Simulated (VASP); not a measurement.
Here is a VASP 6.6.1 calculation.

INCAR

```
ALGO = Normal
EDIFF = 1E-6
ENCUT = 520
GGA = PE
ISIF = 2
ISMEAR = -1
ISPIN = 2
LASPH = True
LCHARG = True
LELF = True
LMAXMIX = 6
LORBIT = 11
LREAL = False
LVHAR = True
LWAVE = False
MAGMOM = 0 0 2.2
NBANDS = 28
NELM = 150
NUPDOWN = 2.2
PREC = Accurate
SIGMA = 0.05
```

File KPOINTS:

```
k-points
0
Gamma
  6 6 5
```

The input POSCAR:

```
LaFeGe
1.0
    4.2318077991      0.0000000000      0.0000000000
   -2.1159038996      3.6648530580      0.0000000000
    0.0000000000      0.0000000000      4.2857840000
La Ge Fe
1 1 1
Direct
    0.0000000000      0.0000000000      0.0000000000
    0.6666666667      0.3333333333      0.5000000000
    0.3333333333      0.6666666667      0.5000000000
```

Potentials or basis: VASP PAW PBE potentials, release 64 (La, Ge_d, Fe).

The run is started by

```sh
$ cat potpaw_PBE.64/La/POTCAR potpaw_PBE.64/Ge_d/POTCAR potpaw_PBE.64/Fe/POTCAR > POTCAR
$ mpirun -np 1 vasp_std > vasp.out
```

Problem. Predict the pressure.

Solution. -0.1 GPa.

Stress tensor (GPa, compression positive):
```
 0.20  0.00  0.00
 0.00  0.20  0.00
 0.00  0.00 -0.59
```

Caveat: the total moment is fixed, so each spin has its own Fermi level.
